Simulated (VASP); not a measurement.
# MnO2 (P-3m1) in VASP: notebook

Runs on MnO2. Level: PBE. Tasks: single point.

Program: VASP 6.6.1. These are calculated values, not measurements. Logs are shortened: lines on timing, memory, paths and dates and some standing lists are left out, and cuts for length are marked.

## Step 1: The cell of the first run

It takes space group P-3m1 (No. 164, trigonal). Conventional cell: a = 2.877 Å, b = 2.877 Å, c = 5.446 Å, α = 90.00°, β = 90.00°, γ = 120.00°. Within 2.5 Å of Mn (site symmetry -3m) lie 6 O at 1.92 Å. O (site symmetry 3m) has 3 Mn at 1.92 Å within 2.5 Å.

## Step 2: Single point, PBE, collinear spin, ferromagnetic start

File INCAR:

```
SYSTEM = MnO2
PREC = Accurate ; ENCUT = 520
EDIFF = 1E-6 ; ISMEAR = -5
SIGMA = 0.1 ; LREAL = .FALSE.
LASPH = .TRUE. ; NELM = 150
ALGO = Normal ; ISIF = 2
LWAVE = .FALSE. ; LCHARG = .FALSE.
ISPIN = 2 ; MAGMOM = 3 0 0
LORBIT = 11 ; LMAXMIX = 4
GGA = PE ; NBANDS = 24
```

File KPOINTS:

```
Automatic mesh
0
G
  14 14 6
  0 0 0
```

File POSCAR:

```
MnO2
1.0
    2.8768068094      0.0000000000      0.0000000000
   -1.4384034047      2.4913877787      0.0000000000
    0.0000000000      0.0000000000      5.4464523635
Mn O
1 2
Direct
    0.0000000000      0.0000000000      0.0000000000
    0.3333333333      0.6666666667      0.1753671606
    0.6666666667      0.3333333333      0.8246328394
```

Potentials or basis: VASP PAW PBE potentials, release 64 (Mn_pv, O).

On the command line:

```bash
cat potpaw_PBE.64/Mn_pv/POTCAR potpaw_PBE.64/O/POTCAR > POTCAR
mpirun -np 1 vasp_std > vasp.out
```

OUTCAR:

```text
SYSTEM = MnO2
   PREC = Accurate
   ENCUT = 520
   EDIFF = 1E-6
   ISMEAR = -5
   LREAL = .FALSE.
   LASPH = .TRUE.
   NELM = 150
   ISIF = 2
   ISPIN = 2
   LORBIT = 11
   GGA = PE

 ion  position               nearest neighbor table
   1  0.000  0.000  0.000-   2 1.92   3 1.92   2 1.92   3 1.92   3 1.92   2 1.92
   2  0.333  0.667  0.175-   1 1.92   1 1.92   1 1.92
   3  0.667  0.333  0.825-   1 1.92   1 1.92   1 1.92

  LATTYP: Found a hexagonal cell.
 ALAT       =     2.8768068094
 C/A-ratio  =     1.8932284037

  Lattice vectors:

 A1 = (   2.8768068094,   0.0000000000,   0.0000000000)
 A2 = (  -1.4384034047,   2.4913877787,   0.0000000000)
 A3 = (   0.0000000000,   0.0000000000,   5.4464523635)

Analysis of symmetry for initial positions (statically):
=====================================================================
 Subroutine PRICEL returns:
 Original cell was already a primitive cell.

 Routine SETGRP: Setting up the symmetry group for a
 hexagonal supercell.

 Subroutine GETGRP returns: Found 12 space group operations
 (whereof 12 operations were pure point group operations)
 out of a pool of 24 trial point group operations.

The static configuration has the point symmetry D_3d.

Analysis of symmetry for dynamics (positions and initial velocities):
=====================================================================
 Subroutine PRICEL returns:
 Original cell was already a primitive cell.

 Routine SETGRP: Setting up the symmetry group for a
 hexagonal supercell.

 Subroutine GETGRP returns: Found 12 space group operations
 (whereof 12 operations were pure point group operations)
 out of a pool of 24 trial point group operations.

The dynamic configuration has the point symmetry D_3d.

Analysis of structural, dynamic, and magnetic symmetry:
=====================================================================
 Subroutine PRICEL returns:
 Original cell was already a primitive cell.

 Routine SETGRP: Setting up the symmetry group for a
 hexagonal supercell.

 Subroutine GETGRP returns: Found 12 space group operations
 (whereof 12 operations were pure point group operations)
 out of a pool of 24 trial point group operations.

The overall configuration has the point symmetry D_3d.

 Subroutine INISYM returns: Found 12 space group operations
 (whereof 12 operations are pure point group operations),
 and found     1 'primitive' translations

----------------------------------------------------------------------------------------

                                     Primitive cell

  volume of cell :      39.0360

  direct lattice vectors                    reciprocal lattice vectors
     2.876806809  0.000000000  0.000000000     0.347607631  0.200691359  0.000000000
    -1.438403405  2.491387779  0.000000000     0.000000000  0.401382719  0.000000000
     0.000000000  0.000000000  5.446452363     0.000000000  0.000000000  0.183605755

  length of vectors
     2.876806809  2.876806809  5.446452363     0.401382719  0.401382719  0.183605755

  position of ions in fractional coordinates (direct lattice)
     0.000000000  0.000000000  0.000000000
     0.333333333  0.666666667  0.175367161
     0.666666667  0.333333333  0.824632839

  ion indices of the primitive-cell ions
   primitive index   ion index
                 1           1
                 2           2
                 3           3

----------------------------------------------------------------------------------------

 KPOINTS: Automatic mesh

Automatic generation of k-mesh.
 Grid dimensions read from file:
 generate k-points for:   14   14    6

 Generating k-lattice:

  Cartesian coordinates                     Fractional coordinates (reciprocal lattice)
     0.024829117  0.014335097  0.000000000     0.071428571  0.000000000  0.000000000
     0.000000000  0.028670194  0.000000000     0.000000000  0.071428571  0.000000000
     0.000000000  0.000000000  0.030600959     0.000000000  0.000000000  0.166666667

  Length of vectors
     0.028670194  0.028670194  0.030600959

  Shift w.r.t. Gamma in fractional coordinates (k-lattice)
     0.000000000  0.000000000  0.000000000

 TETIRR: Found   1710 inequivalent tetrahedra from     7056

 Subroutine IBZKPT returns following result:
 ===========================================

 Found    128 irreducible k-points:

 Following reciprocal coordinates:
            Coordinates               Weight
  0.000000  0.000000  0.000000      1.000000
  0.071429 -0.000000  0.000000      6.000000
  0.142857 -0.000000  0.000000      6.000000
  0.214286 -0.000000  0.000000      6.000000
  0.285714 -0.000000  0.000000      6.000000
  0.357143 -0.000000  0.000000      6.000000
[... 16 lines left out ...]
  0.285714  0.285714  0.000000      6.000000
  0.357143  0.285714  0.000000      6.000000
 [... further k-points ...]
   k-points           NKPTS =    128   k-points in BZ     NKDIM =    128   number of bands    NBANDS=     24
   number of dos      NEDOS =    301   number of ions     NIONS =      3
   total plane-waves  NPLWV =  24192
   dimension x,y,z NGX =    24 NGY =   24 NGZ =   42
   dimension x,y,z NGXF=    48 NGYF=   48 NGZF=   84
   ions per type =               1   2
   NGX,Y,Z   is equivalent  to a cutoff of  13.87, 13.87, 12.82 a.u.
   NGXF,Y,Z  is equivalent  to a cutoff of  27.74, 27.74, 25.64 a.u.
 SYSTEM =  MnO2
   PREC   = accura    normal or accurate (medium, high low for compatibility)
   ISTART =      0    job   : 0-new  1-cont  2-samecut
   ICHARG =      2    charge: 1-file 2-atom 10-const
   ISPIN  =      2    spin polarized calculation?
   LNONCOLLINEAR =      F non collinear calculations
   LSORBIT =      F    spin-orbit coupling
   LASPH  =      T    aspherical Exc in radial PAW
   ENCUT  =  520.0 eV  38.22 Ry    6.18 a.u.   5.35  5.35 10.13*2*pi/ulx,y,z
   NELM   =    150;   NELMIN=  2; NELMDL= -5     # of ELM steps
   EDIFF  = 0.1E-05   stopping-criterion for ELM
   LREAL  =      F    real-space projection
   EDIFFG = 0.1E-04   stopping-criterion for IOM
   NSW    =      0    number of steps for IOM
   IBRION =     -1    ionic relax: 0-MD 1-quasi-New 2-CG
   NFREE  =      0    steps in history (QN), initial steepest desc. (CG)
   ISIF   =      2    stress and relaxation
   ISYM   =      2    0-nonsym 1-usesym 2-fastsym
   POTIM  = 0.5000    time-step for ionic-motion
   TEBEG  =    0.0;   TEEND  =   0.0 temperature during run
   PSTRESS=    0.0 pullay stress
   NELECT =      25.0000    total number of electrons
   NUPDOWN=      -1.0000    fix difference up-down
   EMIN   =  10.00;   EMAX   =-10.00  energy-range for DOS
   EFERMI =   0.00;   METHOD = LEGACY
   ISMEAR =    -5;   SIGMA  =   0.10  broadening in eV -4-tet -1-fermi 0-gaus
   EFERMI_NEDOS =   21; number of points for ismear=-14 and -15
   IALGO  =     38    algorithm
   IMIX   =      4    mixing-type and parameters
     AMIX     =   0.40;   BMIX     =  1.00
     AMIX_MAG =   1.60;   BMIX_MAG =  1.00
  volume/ion in A,a.u.               =      13.01        87.81
  Fermi-wavevector in a.u.,A,eV,Ry     =   1.411127  2.666644 27.093020  1.991281
  Thomas-Fermi vector in A             =   2.533011
   LORBIT       =     11    0 simple, 1 ext, 2 COOP (PROOUT), +10 PAW based schemes
   GGA     = PE    functional components
   LHFCALC =     F    Hartree Fock is set to
   AEXX    =    0.0000 exact exchange contribution
   IVDW    =     0    specifies the selected vdW correction
   LEPSILON=     F    determine dielectric tensor
   LRPA    =     F    only Hartree local field effects (RPA)
 spin polarized calculation
 Fermi weights with tetrahedron method with Bloechl corrections
  energy-cutoff  :      520.00
  volume of cell :       39.04
 maximum number of plane-waves:      1077
 NGX is ok and might be reduce to    24
   NGX = 11   NGY = 11   NGZ = 21

 number of electron      24.9999985 magnetization       2.9999185

 Free energy of the ion-electron system (eV)
  ---------------------------------------------------
  ext. energy  EPLUGINS =         0.00000000
  ---------------------------------------------------
  free energy    TOTEN  =       -23.84680938 eV

  energy without entropy =      -23.84680938  energy(sigma->0) =      -23.84680938

 E-fermi :   1.4273     XC(G=0):  -9.5288

 val. band max:        1.2921182037   @ k =   0.0714   0.0714   0.5000
 cond. band min:       2.2831618802   @ k =   0.0000   0.0000   0.5000
 fundamental gap:      0.9910436764
 Fermi energy:         1.4272812142

 spin component 1

 k-point     1 :       0.0000    0.0000    0.0000
  band No.  band energies     occupation
      1     -48.8951      1.00000
      2     -48.8950      1.00000
      3     -48.8902      1.00000
      4     -17.9679      1.00000
      5     -15.8573      1.00000
      6      -4.4800      1.00000
[... 16 lines left out ...]
     23      23.8174      0.00000
     24      24.7928      0.00000

 k-point     2 :       0.0714   -0.0000    0.0000
  band No.  band energies     occupation
      1     -48.9024      1.00000
      2     -48.8967      1.00000
      3     -48.8890      1.00000
      4     -17.9042      1.00000
      5     -15.8732      1.00000
      6      -4.4086      1.00000
[... 16 lines left out ...]
     23      23.8814      0.00000
     24      24.0060      0.00000

 k-point     3 :       0.1429   -0.0000    0.0000
  band No.  band energies     occupation
      1     -48.9229      1.00000
      2     -48.9014      1.00000
      3     -48.8856      1.00000
      4     -17.7220      1.00000
      5     -15.9189      1.00000
      6      -4.4398      1.00000
[... 16 lines left out ...]
     23      22.8190      0.00000
     24      23.7519      0.00000
[... 514 lines left out ...]
 k-point    23 :       0.2857    0.2857    0.0000
  band No.  band energies     occupation
      1     -49.0122      1.00000
      2     -48.9738      1.00000
      3     -48.8640      1.00000
      4     -16.3468      1.00000
      5     -16.2449      1.00000
      6      -4.4021      1.00000
[... 16 lines left out ...]
     23      18.4650      0.00000
     24      22.0016      0.00000

 k-point    24 :       0.3571    0.2857    0.0000
  band No.  band energies     occupation
      1     -49.0071      1.00000
      2     -48.9844      1.00000
      3     -48.8632      1.00000
      4     -16.2766      1.00000
      5     -16.2726      1.00000
      6      -4.4465      1.00000
[... 16 lines left out ...]
     23      18.1718      0.00000
     24      21.9486      0.00000

 [... further k-points ...]

 spin component 2

 k-point     1 :       0.0000    0.0000    0.0000
  band No.  band energies     occupation
      1     -45.8165      1.00000
      2     -45.8165      1.00000
      3     -45.6441      1.00000
      4     -17.8297      1.00000
      5     -15.7620      1.00000
      6      -3.5603      1.00000
[... 16 lines left out ...]
     23      24.5334      0.00000
     24      25.5155      0.00000

 k-point     2 :       0.0714   -0.0000    0.0000
  band No.  band energies     occupation
      1     -45.8252      1.00000
      2     -45.8184      1.00000
      3     -45.6425      1.00000
      4     -17.7666      1.00000
      5     -15.7766      1.00000
      6      -3.5193      1.00000
[... 16 lines left out ...]
     23      24.5580      0.00000
     24      24.6660      0.00000

 k-point     3 :       0.1429   -0.0000    0.0000
  band No.  band energies     occupation
      1     -45.8496      1.00000
      2     -45.8238      1.00000
      3     -45.6383      1.00000
      4     -17.5864      1.00000
      5     -15.8188      1.00000
      6      -3.6241      1.00000
[... 16 lines left out ...]
     23      23.3340      0.00000
     24      24.3599      0.00000
[... 514 lines left out ...]
 k-point    23 :       0.2857    0.2857    0.0000
  band No.  band energies     occupation
      1     -45.9549      1.00000
      2     -45.9092      1.00000
      3     -45.6106      1.00000
      4     -16.2316      1.00000
      5     -16.1275      1.00000
      6      -3.7817      1.00000
[... 16 lines left out ...]
     23      18.9378      0.00000
     24      22.2413      0.00000

 k-point    24 :       0.3571    0.2857    0.0000
  band No.  band energies     occupation
      1     -45.9488      1.00000
      2     -45.9218      1.00000
      3     -45.6097      1.00000
      4     -16.1592      1.00000
      5     -16.1580      1.00000
      6      -3.7380      1.00000
[... 16 lines left out ...]
     23      18.7103      0.00000
     24      22.1533      0.00000

 [... further k-points ...]
[... 5 lines left out ...]
  --------------------------------------------------------------------------------------
  -------------------------------------------------------------------------------------
  Total        0.2259347      0.2259347      0.1031968      0.0000000     -0.0000000      0.0000000
  in kB        9.2731590      9.2731590      4.2355623      0.0000000     -0.0000000      0.0000000
  external PRESSURE =       7.5939601 kB  Pullay stress =       0.0000000 kB

 VOLUME and BASIS-vectors are now :
 -----------------------------------------------------------------------------
  energy-cutoff  :      520.00
  volume of cell :       39.04
      direct lattice vectors                 reciprocal lattice vectors
     2.876806809  0.000000000  0.000000000     0.347607631  0.200691359  0.000000000
    -1.438403405  2.491387779  0.000000000     0.000000000  0.401382719  0.000000000
     0.000000000  0.000000000  5.446452363     0.000000000  0.000000000  0.183605755

 POSITION                                       TOTAL-FORCE (eV/Angst)
 -----------------------------------------------------------------------------------
      0.00000      0.00000      0.00000         0.000000      0.000000      0.000000
     -0.00000      1.66093      0.95513         0.000000      0.000000      0.086313
      1.43840      0.83046      4.49132        -0.000000      0.000000     -0.086313
 -----------------------------------------------------------------------------------
    total drift:                                0.000000      0.000000     -0.000000

  FREE ENERGIE OF THE ION-ELECTRON SYSTEM (eV)
  ---------------------------------------------------
  free  energy   TOTEN  =       -23.8468093763 eV

  energy  without entropy=      -23.8468093763  energy(sigma->0) =      -23.84680938

 total charge

# of ion       s       p       d       tot
------------------------------------------
    1        0.348   6.450   4.901  11.698
    2        1.582   3.404   0.000   4.986
    3        1.582   3.404   0.000   4.986
--------------------------------------------------
tot          3.511  13.258   4.901  21.670

 magnetization (x)

# of ion       s       p       d       tot
------------------------------------------
    1        0.031   0.039   2.784   2.854
    2        0.004   0.031   0.000   0.035
    3        0.004   0.031   0.000   0.035
--------------------------------------------------
tot          0.038   0.101   2.784   2.923
```

Run time: 88 s. Hardware: 1 thread of Intel Xeon 6975P-C (Granite Rapids), shared host; peak memory 0.31 GiB.

What came out:

```
Free energy                                           : -23.8468 eV
Pressure                                              : 0.8 GPa
Largest force                                         : 0.086 eV/Å
Band gap on the k mesh                                : 0.99 eV, indirect (least direct gap 1.05 eV)
Net moment                                            : 3.00 μB per cell
Site moments                                          : Mn +2.85; O +0.04 μB
Valence electrons inside the program's atomic spheres : Mn 11.70; O 4.99
```

Forces in eV/Å, atoms in the order of the input:
```
Mn   0.000  0.000  0.000
O    0.000  0.000  0.086
O    0.000  0.000 -0.086
```

Stress tensor (GPa, compression positive):
```
0.93 0.00 0.00
0.00 0.93 0.00
0.00 0.00 0.42
```

Caveat: a cell with one magnetic atom can't hold antiferromagnetic order, which such compounds often take. A k mesh can miss the band edges.

[end of part 1 of 2]
